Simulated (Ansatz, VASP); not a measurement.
Two plane-wave programs on B2Cl

INCAR

```
  ALGO = Normal
  EDIFF = 1E-7
  EDIFFG = -0.01
  ENCUT = 600
  GGA = PE
  IBRION = 2
  ISIF = 3
  ISMEAR = 0
  LASPH = T
  LCHARG = F
  LREAL = F
  LWAVE = F
  NELM = 100
  NSW = 100
  PREC = Accurate
  SIGMA = 0.1
```

Contents of KPOINTS:

```
k-points
0
Gamma
  18 18 18
```

Contents of POSCAR:

```
B2Cl
1.0
    1.5287346728      0.8826153749      4.3404301411
   -1.5287346728      0.8826153749      4.3404301411
    0.0000000000     -1.7652307497      4.3404301411
B Cl
2 1
Direct
    0.8487701407      0.8487701407      0.8487701407
    0.1512298593      0.1512298593      0.1512298593
    0.0000000000      0.0000000000      0.0000000000
```

Input for Ansatz:

```yaml
crystal:
  lattice:
    - [1.5287346728, 0.8826153749, 4.3404301411]
    - [-1.5287346728, 0.8826153749, 4.3404301411]
    - [0.0, -1.7652307497, 4.3404301411]
  atoms:
    - { symbol: B, position: [0.8487701407, 0.8487701407, 0.8487701407] }
    - { symbol: B, position: [0.1512298593, 0.1512298593, 0.1512298593] }
    - { symbol: Cl, position: [0.0, 0.0, 0.0] }
basis:
  ecutwfc: 420
kpoints:
  mp_grid: { grid: [18, 18, 18] }
hamiltonian:
  xc: pbe
scf:
  occupations: { method: gaussian, width: 0.1 }
output:
  forces: true
  stress: true
  eigenvalues: true
relax:
  adjacent_minimum: "off"
  f_tol: 0.01
  max_steps: 80
  cell: { stress_tol: 0.05 }
```

Alike in both runs: task relaxation of cell and atoms; functional PBE; k mesh 18 × 18 × 18; occupations gaussian, width 0.1 eV; no spin polarisation.

```csv
,VASP,Ansatz
version,VASP 6.6.1,Ansatz 0.2.0
potentials or method,"VASP PAW PBE potentials, release 64 (B, Cl), cutoff 600 eV","scalar-relativistic, plane waves, PAW"
valence electrons in the cell,13,13
```

Ansatz gave:

* gap on the k mesh at the Fermi level, each at its own relaxed structure (eV): none
* relaxed volume (Å³/atom): 11.72
* relaxed cell length with the largest relative difference (Å): 4.693

**Question.** Estimate VASP's values.

**Answer.** gap on the k mesh at the Fermi level, each at its own relaxed structure (eV): none; relaxed volume (Å³/atom): 11.71; relaxed cell length with the largest relative difference (Å): 4.691.

A gap of «none» marks a metal or a gap that the smearing closes.
